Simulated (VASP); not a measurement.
# ZrC (P6_3/mmc) in VASP: a series of runs

The runs below take ZrC through single point, with r2SCAN.

Everything below comes from runs of VASP 6.6.1. Logs are shortened: lines on timing, memory, paths and dates and some standing lists are left out, and cuts for length are marked.

## 1. The cell of the first run

Symmetry: P6_3/mmc, No. 194, hexagonal system. Conventional cell: a = 3.334 Å, b = 3.334 Å, c = 5.200 Å, α = 90.00°, β = 90.00°, γ = 120.00°. Within 3.1 Å of Zr (site symmetry -6m2) lie 6 C at 2.32 Å. Within 3.1 Å of C (site symmetry -3m) lie 6 Zr at 2.32 Å and 2 C at 2.60 Å.

## 2. Single point, r2SCAN

The input, POSCAR:

```
ZrC
1.0
    3.3339822490      0.0000000000      0.0000000000
   -1.6669911245      2.8873139404      0.0000000000
    0.0000000000      0.0000000000      5.2003737600
Zr C
2 2
Direct
    0.3333333333      0.6666666667      0.2500000000
    0.6666666667      0.3333333333      0.7500000000
    0.0000000000      0.0000000000      0.0000000000
    0.0000000000      0.0000000000      0.5000000000
```

The input, INCAR.step1:

```
PREC = Accurate ; ENCUT = 520
ISMEAR = 1 ; SIGMA = 0.1
LREAL = F ; LASPH = T
NELM = 60 ; NBANDS = 24
GGA = PE ; ALGO = Normal
EDIFF = 1E-4 ; LWAVE = T
LCHARG = F
```

The input, INCAR.step2:

```
PREC = Accurate ; ENCUT = 520
EDIFF = 1E-6 ; ISMEAR = 1
SIGMA = 0.1 ; LREAL = F
LASPH = T ; NELM = 60
ALGO = Normal ; ISIF = 2
LWAVE = F ; LCHARG = F
METAGGA = R2SCAN ; LMIXTAU = T
NBANDS = 24 ; ISTART = 1
```

The input, KPOINTS:

```
Automatic mesh
0
Gamma
  8 8 5
```

Potentials or basis: VASP PAW PBE potentials, release 64 (Zr_sv, C).

Launch:

```
> cat potpaw_PBE.64/Zr_sv/POTCAR potpaw_PBE.64/C/POTCAR > POTCAR
> cp INCAR.step1 INCAR
> mpirun -np 1 vasp_std > vasp.out
> cp INCAR.step2 INCAR
> mpirun -np 1 vasp_std > vasp.out
```

OUTCAR:

```text
PREC = Accurate
   ENCUT = 520
   EDIFF = 1E-6
   ISMEAR = 1
   LREAL = F
   LASPH = T
   NELM = 60
   ISIF = 2
   METAGGA = R2SCAN
   ISTART = 1

 ion  position               nearest neighbor table
   1  0.333  0.667  0.250-   3 2.32   4 2.32   3 2.32   4 2.32   3 2.32   4 2.32   2 3.24   2 3.24
                             2 3.24   2 3.24   2 3.24   2 3.24
   2  0.667  0.333  0.750-   3 2.32   4 2.32   3 2.32   4 2.32   3 2.32   4 2.32   1 3.24   1 3.24
                             1 3.24   1 3.24   1 3.24   1 3.24
   3  0.000  0.000  0.000-   1 2.32   2 2.32   2 2.32   1 2.32   2 2.32   1 2.32
   4  0.000  0.000  0.500-   1 2.32   2 2.32   2 2.32   1 2.32   2 2.32   1 2.32

  LATTYP: Found a hexagonal cell.
 ALAT       =     3.3339822490
 C/A-ratio  =     1.5598084728

  Lattice vectors:

 A1 = (   3.3339822490,   0.0000000000,   0.0000000000)
 A2 = (  -1.6669911245,   2.8873139404,   0.0000000000)
 A3 = (   0.0000000000,   0.0000000000,   5.2003737600)

Analysis of symmetry for initial positions (statically):
=====================================================================
 Subroutine PRICEL returns:
 Original cell was already a primitive cell.

 Routine SETGRP: Setting up the symmetry group for a
 hexagonal supercell.

 Subroutine GETGRP returns: Found 24 space group operations
 (whereof 12 operations were pure point group operations)
 out of a pool of 24 trial point group operations.

The static configuration has the point symmetry D_3d.
 The point group associated with its full space group is D_6h.

Analysis of symmetry for dynamics (positions and initial velocities):
=====================================================================
 Subroutine PRICEL returns:
 Original cell was already a primitive cell.

 Routine SETGRP: Setting up the symmetry group for a
 hexagonal supercell.

 Subroutine GETGRP returns: Found 24 space group operations
 (whereof 12 operations were pure point group operations)
 out of a pool of 24 trial point group operations.

The dynamic configuration has the point symmetry D_3d.
 The point group associated with its full space group is D_6h.

 Subroutine INISYM returns: Found 24 space group operations
 (whereof 12 operations are pure point group operations),
 and found     1 'primitive' translations

----------------------------------------------------------------------------------------

                                     Primitive cell

  volume of cell :      50.0601

  direct lattice vectors                    reciprocal lattice vectors
     3.333982249  0.000000000  0.000000000     0.299941609  0.173171332  0.000000000
    -1.666991124  2.887313940  0.000000000     0.000000000  0.346342663  0.000000000
     0.000000000  0.000000000  5.200373760     0.000000000  0.000000000  0.192293871

  length of vectors
     3.333982249  3.333982783  5.200373760     0.346342719  0.346342663  0.192293871

  position of ions in fractional coordinates (direct lattice)
     0.333333333  0.666666667  0.250000000
     0.666666667  0.333333333  0.750000000
     0.000000000  0.000000000  0.000000000
     0.000000000  0.000000000  0.500000000

  ion indices of the primitive-cell ions
   primitive index   ion index
                 1           1
                 2           2
                 3           3
                 4           4

----------------------------------------------------------------------------------------

 KPOINTS: Automatic mesh

Automatic generation of k-mesh.
 Grid dimensions read from file:
 generate k-points for:    8    8    5

 Generating k-lattice:

  Cartesian coordinates                     Fractional coordinates (reciprocal lattice)
     0.037492701  0.021646416  0.000000000     0.125000000  0.000000000  0.000000000
     0.000000000  0.043292833  0.000000000     0.000000000  0.125000000  0.000000000
     0.000000000  0.000000000  0.038458774     0.000000000  0.000000000  0.200000000

  Length of vectors
     0.043292840  0.043292833  0.038458774

  Shift w.r.t. Gamma in fractional coordinates (k-lattice)
     0.000000000  0.000000000  0.000000000

 Subroutine IBZKPT returns following result:
 ===========================================

 Found     30 irreducible k-points:

 Following reciprocal coordinates:
            Coordinates               Weight
  0.000000  0.000000  0.000000      1.000000
  0.125000 -0.000000  0.000000      6.000000
  0.250000 -0.000000  0.000000      6.000000
  0.375000 -0.000000  0.000000      6.000000
  0.500000 -0.000000  0.000000      3.000000
  0.125000  0.125000  0.000000      6.000000
[... 16 lines left out ...]
  0.250000 -0.000000  0.400000     12.000000
  0.375000 -0.000000  0.400000     12.000000
 [... further k-points ...]
   k-points           NKPTS =     30   k-points in BZ     NKDIM =     30   number of bands    NBANDS=     24
   number of dos      NEDOS =    301   number of ions     NIONS =      4
   total plane-waves  NPLWV =  31360
   dimension x,y,z NGX =    28 NGY =   28 NGZ =   40
   dimension x,y,z NGXF=    56 NGYF=   56 NGZF=   80
   ions per type =               2   2
   NGX,Y,Z   is equivalent  to a cutoff of  13.96, 13.96, 12.79 a.u.
   NGXF,Y,Z  is equivalent  to a cutoff of  27.92, 27.92, 25.57 a.u.
 SYSTEM =  unknown system
   PREC   = accura    normal or accurate (medium, high low for compatibility)
   ISTART =      1    job   : 0-new  1-cont  2-samecut
   ICHARG =      0    charge: 1-file 2-atom 10-const
   ISPIN  =      1    spin polarized calculation?
   LNONCOLLINEAR =      F non collinear calculations
   LSORBIT =      F    spin-orbit coupling
   LASPH  =      T    aspherical Exc in radial PAW
   ENCUT  =  520.0 eV  38.22 Ry    6.18 a.u.   6.20  6.20  9.67*2*pi/ulx,y,z
   NELM   =     60;   NELMIN=  2; NELMDL=  0     # of ELM steps
   EDIFF  = 0.1E-05   stopping-criterion for ELM
   LREAL  =      F    real-space projection
   EDIFFG = 0.1E-04   stopping-criterion for IOM
   NSW    =      0    number of steps for IOM
   IBRION =     -1    ionic relax: 0-MD 1-quasi-New 2-CG
   NFREE  =      0    steps in history (QN), initial steepest desc. (CG)
   ISIF   =      2    stress and relaxation
   ISYM   =      2    0-nonsym 1-usesym 2-fastsym
   POTIM  = 0.5000    time-step for ionic-motion
   TEBEG  =    0.0;   TEEND  =   0.0 temperature during run
   PSTRESS=    0.0 pullay stress
   NELECT =      32.0000    total number of electrons
   NUPDOWN=      -1.0000    fix difference up-down
   EMIN   =  10.00;   EMAX   =-10.00  energy-range for DOS
   EFERMI =   0.00;   METHOD = LEGACY
   ISMEAR =     1;   SIGMA  =   0.10  broadening in eV -4-tet -1-fermi 0-gaus
   EFERMI_NEDOS =   21; number of points for ismear=-14 and -15
   IALGO  =     38    algorithm
   IMIX   =      4    mixing-type and parameters
     AMIX     =   0.40;   BMIX     =  1.00
     AMIX_MAG =   1.60;   BMIX_MAG =  1.00
  volume/ion in A,a.u.               =      12.52        84.46
  Fermi-wavevector in a.u.,A,eV,Ry     =   1.410244  2.664974 27.059099  1.988788
  Thomas-Fermi vector in A             =   2.532217
   LORBIT       =      0    0 simple, 1 ext, 2 COOP (PROOUT), +10 PAW based schemes
   METAGGA = R2SCAN    functional components
   LHFCALC =     F    Hartree Fock is set to
   AEXX    =    0.0000 exact exchange contribution
   IVDW    =     0    specifies the selected vdW correction
   LEPSILON=     F    determine dielectric tensor
   LRPA    =     F    only Hartree local field effects (RPA)
 non-spin polarized calculation
 Methfessel and Paxton  Order N= 1 SIGMA  =   0.10
  energy-cutoff  :      520.00
  volume of cell :       50.06
 maximum number of plane-waves:      1375
 NGX is ok and might be reduce to    28
   NGX = 13   NGY = 13   NGZ = 19

 number of electron      32.0000000 magnetization

 Free energy of the ion-electron system (eV)
  ---------------------------------------------------
  ext. energy  EPLUGINS =         0.00000000
  ---------------------------------------------------
  free energy    TOTEN  =       -68.55494874 eV

  energy without entropy =      -68.55313105  energy(sigma->0) =      -68.55434284

 E-fermi :  10.3707     XC(G=0): -13.1732

 val. band max:       10.3506837354   @ k =   0.2500   0.2500   0.2000
 cond. band min:      10.4295735281   @ k =   0.0000   0.0000   0.2000
 fundamental gap:      0.0788897928
 Fermi energy:        10.3706580983

 k-point     1 :       0.0000    0.0000    0.0000
  band No.  band energies     occupation
      1     -39.4988      2.00000
      2     -39.3492      2.00000
      3     -17.5025      2.00000
      4     -16.6258      2.00000
      5     -16.6258      2.00000
      6     -16.5145      2.00000
[... 16 lines left out ...]
     23      15.4277      0.00000
     24      18.6825      0.00000

 k-point     2 :       0.1250   -0.0000    0.0000
  band No.  band energies     occupation
      1     -39.4833      2.00000
      2     -39.3438      2.00000
      3     -17.4468      2.00000
      4     -16.7401      2.00000
      5     -16.6688      2.00000
      6     -16.6147      2.00000
[... 16 lines left out ...]
     23      16.1889      0.00000
     24      17.8932      0.00000

 k-point     3 :       0.2500   -0.0000    0.0000
  band No.  band energies     occupation
      1     -39.4440      2.00000
      2     -39.3324      2.00000
      3     -17.2974      2.00000
      4     -17.0186      2.00000
      5     -16.8359      2.00000
      6     -16.7568      2.00000
[... 16 lines left out ...]
     23      16.8068      0.00000
     24      17.0559      0.00000

 k-point     4 :       0.3750   -0.0000    0.0000
  band No.  band energies     occupation
      1     -39.3993      2.00000
      2     -39.3261      2.00000
      3     -17.2896      2.00000
      4     -17.1074      2.00000
      5     -17.0418      2.00000
      6     -16.8350      2.00000
[... 16 lines left out ...]
     23      16.3390      0.00000
     24      17.1401      0.00000

 k-point     5 :       0.5000   -0.0000    0.0000
  band No.  band energies     occupation
      1     -39.3765      2.00000
      2     -39.3276      2.00000
      3     -17.3987      2.00000
      4     -17.1244      2.00000
      5     -16.9954      2.00000
      6     -16.8657      2.00000
[... 16 lines left out ...]
     23      15.8545      0.00000
     24      16.5826      0.00000

 k-point     6 :       0.1250    0.1250    0.0000
  band No.  band energies     occupation
      1     -39.4559      2.00000
      2     -39.3354      2.00000
      3     -17.3440      2.00000
      4     -16.8813      2.00000
      5     -16.8699      2.00000
      6     -16.6602      2.00000
[... 16 lines left out ...]
     23      16.4602      0.00000
     24      16.9963      0.00000
[... 379 lines left out ...]
 k-point    21 :       0.0000    0.0000    0.4000
  band No.  band energies     occupation
      1     -39.4477      2.00000
      2     -39.4014      2.00000
      3     -17.1474      2.00000
      4     -16.8112      2.00000
      5     -16.5874      2.00000
      6     -16.5874      2.00000
[... 16 lines left out ...]
     23      15.9623      0.00000
     24      16.3180      0.00000

 k-point    22 :       0.1250   -0.0000    0.4000
  band No.  band energies     occupation
      1     -39.4356      2.00000
      2     -39.3925      2.00000
      3     -17.1462      2.00000
      4     -16.8746      2.00000
      5     -16.6589      2.00000
      6     -16.6163      2.00000
[... 16 lines left out ...]
     23      16.3457      0.00000
     24      16.5964      0.00000

 k-point    23 :       0.2500   -0.0000    0.4000
  band No.  band energies     occupation
      1     -39.4057      2.00000
      2     -39.3712      2.00000
      3     -17.2043      2.00000
      4     -17.0750      2.00000
      5     -16.7590      2.00000
      6     -16.6809      2.00000
[... 16 lines left out ...]
     23      17.3087      0.00000
     24      17.3926      0.00000

 k-point    24 :       0.3750   -0.0000    0.4000
  band No.  band energies     occupation
      1     -39.3741      2.00000
      2     -39.3515      2.00000
      3     -17.3624      2.00000
      4     -17.2789      2.00000
      5     -16.7533      2.00000
      6     -16.7420      2.00000
[... 16 lines left out ...]
     23      17.5177      0.00000
     24      17.8882      0.00000

 [... further k-points ...]

------------------------ aborting loop because EDIFF is reached ----------------------------------------

  FORCE on cell =-STRESS in cart. coord.  units (eV):
  Direction    XX          YY          ZZ          XY          YZ          ZX
  --------------------------------------------------------------------------------------
  -------------------------------------------------------------------------------------
  Total        2.8178379      2.8178391      4.0887626      0.0000000      0.0000000     -0.0000000
  in kB       90.1850883     90.1851268    130.8611173      0.0000000      0.0000000     -0.0000000
  external PRESSURE =     103.7437775 kB  Pullay stress =       0.0000000 kB

 VOLUME and BASIS-vectors are now :
 -----------------------------------------------------------------------------
  energy-cutoff  :      520.00
  volume of cell :       50.06
      direct lattice vectors                 reciprocal lattice vectors
     3.333982249  0.000000000  0.000000000     0.299941609  0.173171332  0.000000000
    -1.666991124  2.887313940  0.000000000     0.000000000  0.346342663  0.000000000
     0.000000000  0.000000000  5.200373760     0.000000000  0.000000000  0.192293871

 POSITION                                       TOTAL-FORCE (eV/Angst)
 -----------------------------------------------------------------------------------
     -0.00000      1.92488      1.30009         0.000000     -0.000000      0.000000
      1.66699      0.96244      3.90028        -0.000000      0.000000      0.000000
      0.00000      0.00000      0.00000         0.000000      0.000000      0.000000
      0.00000      0.00000      2.60019         0.000000      0.000000      0.000000
 -----------------------------------------------------------------------------------
    total drift:                               -0.000000      0.000000     -0.000000

  FREE ENERGIE OF THE ION-ELECTRON SYSTEM (eV)
  ---------------------------------------------------
  free  energy   TOTEN  =       -68.5549487395 eV

  energy  without entropy=      -68.5531310494  energy(sigma->0) =      -68.55434284
```

It took 5.5 min on 1 thread of Intel Xeon 8259CL, shared host; peak memory 0.2 GiB.

What came out:

| Item | Value |
| --- | --- |
| Free energy | -68.5549 eV |
| Pressure | 10.4 GPa |
| Band gap on the k mesh | zero (bands 16 and 17 overlap by 1.30 eV) |

Caveat: the cell stands under pressure; the PAW data sets were made with another functional, which shifts forces and pressure a little.

## 3. Single point, r2SCAN

This run uses another cell than the first one, of 12.91 Å³/atom.

The input, POSCAR:

```
ZrC
1.0
    3.3687137303      0.0000000000      0.0000000000
   -1.6843568651      2.9173922920      0.0000000000
    0.0000000000      0.0000000000      5.2545482188
Zr C
2 2
Direct
    0.3333333333      0.6666666667      0.2500000000
    0.6666666667      0.3333333333      0.7500000000
    0.0000000000      0.0000000000      0.0000000000
    0.0000000000      0.0000000000      0.5000000000
```

INCAR.step1: that of step 2 with these lines changed.

```diff
@@ -3,3 +3,3 @@
 LREAL = F ; LASPH = T
-NELM = 60 ; NBANDS = 24
+NELM = 80 ; NBANDS = 24
 GGA = PE ; ALGO = Normal
```

The input, INCAR.step2:

```
PREC = Accurate ; ENCUT = 520
EDIFF = 1E-7 ; ISMEAR = 1
SIGMA = 0.1 ; LREAL = F
LASPH = T ; NELM = 80
ALGO = Normal ; ISIF = 2
LWAVE = F ; LCHARG = F
METAGGA = R2SCAN ; LMIXTAU = T
NBANDS = 24 ; ISTART = 1
```

The input, KPOINTS:

```
regular mesh
0
Gamma
  8 8 5
```

Potentials or basis: VASP PAW PBE potentials, release 64 (Zr_sv, C).

Launch:

```
> cat potpaw_PBE.64/Zr_sv/POTCAR potpaw_PBE.64/C/POTCAR > POTCAR
> cp INCAR.step1 INCAR
> mpirun -np 1 vasp_std > vasp.out
> cp INCAR.step2 INCAR
> mpirun -np 1 vasp_std > vasp.out
```

Wall time 6.8 min (1 thread of Intel Xeon 8259CL, shared host); peak memory 0.19 GiB.

Results (log left out):

| Property | Result |
| --- | --- |
| Free energy | -68.6183 eV |
| Pressure | 2.5 GPa |
| Band gap on the k mesh | zero (bands 16 and 17 overlap by 1.26 eV) |

Stress tensor (GPa, compression positive):
```
1.04 0.00 0.00
0.00 1.04 0.00
0.00 0.00 5.57
```

Levels at points of the mesh, in eV from the Fermi level:
```tsv
k point	band 12	band 13	band 14	band 15	band 16	band 17	band 18	band 19	band 20	band 21
(0.00, 0.00, 0.00)	-3.02	-3.02	-1.27	-1.27	1.21	1.46	1.46	1.86	1.86	2.57
(0.50, 0.00, 0.00)	-3.65	-3.45	-3.04	-1.44	-0.91	1.66	4.49	4.61	4.66	5.04
```

Caveat: the PAW data sets were made with another functional, which shifts forces and pressure a little.

(Continued in part 2 of 2.)
